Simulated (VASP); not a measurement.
Re, 1 atom in the cell. The structure is tetragonal, space group I4/mmm (No. 139). The conventional cell has a = 2.849 Å, b = 2.849 Å, c = 3.950 Å, α = 90.00°, β = 90.00°, γ = 90.00°. Within 3.7 Å of Re (site symmetry 4/mmm) lie 12 Re at 2.82 to 2.85 Å.  This cell differs from its parent crystal: equal xx and yy strain of +2 %.

| Property | Result |
| --- | --- |
| Program | VASP 6.6.1 |
| Task | single point |
| Functional | PBE |
| Potentials or basis | VASP PAW PBE potentials, release 64 (Re) |
| Cutoff | 520 eV |
| k mesh | 14 × 14 × 14 |
| Occupations | fermi-dirac, width 0.03 eV |
| Spin | no spin polarisation |
| Dipole correction | no |
| Further INCAR settings | ALGO = Normal; EDIFF = 1e-07; NBANDS = 10 |

Potentials or basis: VASP PAW PBE potentials, release 64 (Re).

Run with:

```bash
$ cat potpaw_PBE.64/Re/POTCAR > POTCAR
$ mpirun -np 1 vasp_std > vasp.out
```

Hardware: 1 thread of Intel Xeon 8259CL, with other jobs on the host.

Q: Estimate the wall time of this run.

A: It took 56 s on 1 thread of Intel Xeon 8259CL, on a shared host, peak memory 0.17 GiB. Counts: scf iterations 13, k points 244.
